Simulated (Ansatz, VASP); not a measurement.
CsTlS in VASP and in Ansatz

INCAR

```
SYSTEM = CsTlS
ALGO = Normal
EDIFF = 1E-6
EDIFFG = -0.04
ENCUT = 600
GGA = PE
IBRION = 2
ISIF = 3
ISMEAR = 0
LASPH = .TRUE.
LCHARG = .FALSE.
LREAL = .FALSE.
LWAVE = .FALSE.
NELM = 60
NSW = 90
PREC = Accurate
SIGMA = 0.1
```

Contents of KPOINTS:

```
k-points
0
G
  4 4 4
  0 0 0
```

The input POSCAR:

```
CsTlS
1.0
    4.7303721800      0.0000000000      0.0000000000
    0.0000000000      4.7303721800      0.0000000000
    0.0000000000      0.0000000000      5.3777385500
Cs Tl S
1 1 1
Direct
    0.5000000000      0.5000000000      0.5000000000
    0.0000000000      0.0000000000      0.0000000000
    0.0000000000      0.0000000000      0.5000000000
```

Input for Ansatz:

```yaml
crystal:
  lattice:
    - [4.73037218, 0.0, 0.0]
    - [0.0, 4.73037218, 0.0]
    - [0.0, 0.0, 5.37773855]
  atoms:
    - { symbol: Cs, position: [0.5, 0.5, 0.5] }
    - { symbol: Tl, position: [0.0, 0.0, 0.0] }
    - { symbol: S, position: [0.0, 0.0, 0.5] }
basis:
  ecutwfc: 420
kpoints:
  mp_grid: { grid: [4, 4, 4] }
hamiltonian:
  xc: pbe
scf:
  occupations: { method: gaussian, width: 0.1 }
  lower_state_search: "off"
output:
  forces: true
  stress: true
  eigenvalues: true
relax:
  adjacent_minimum: "off"
  f_tol: 0.04
  max_steps: 70
  cell: { stress_tol: 0.4 }
```

Alike in both runs: task relaxation of cell and atoms; functional PBE; k mesh 4 × 4 × 4; occupations gaussian, width 0.1 eV; no spin polarisation.

|  | VASP | Ansatz |
| --- | --- | --- |
| version | VASP 6.6.1 | Ansatz 0.2.0 |
| potentials or method | VASP PAW PBE potentials, release 64 (Cs_sv, Tl_d, S), cutoff 600 eV | scalar-relativistic, plane waves, PAW |
| valence electrons in the cell | 28 | 28 |

Ansatz gave:

```
gap on the k mesh at the Fermi level, each at its own relaxed structure (eV) : none
relaxed volume (Å³/atom)                                                     : 45.58
relaxed cell length with the largest relative difference (Å)                 : 4.988
```

Estimate VASP's values.

gap on the k mesh at the Fermi level, each at its own relaxed structure (eV): none; relaxed volume (Å³/atom): 46.62; relaxed cell length with the largest relative difference (Å): 5.037.

A gap of «none» marks a metal or a gap that the smearing closes.

Spin-orbit coupling is off throughout. Noted on VASP's run: the volume moved by over 15 % at a fixed basis, so the end points are rough.
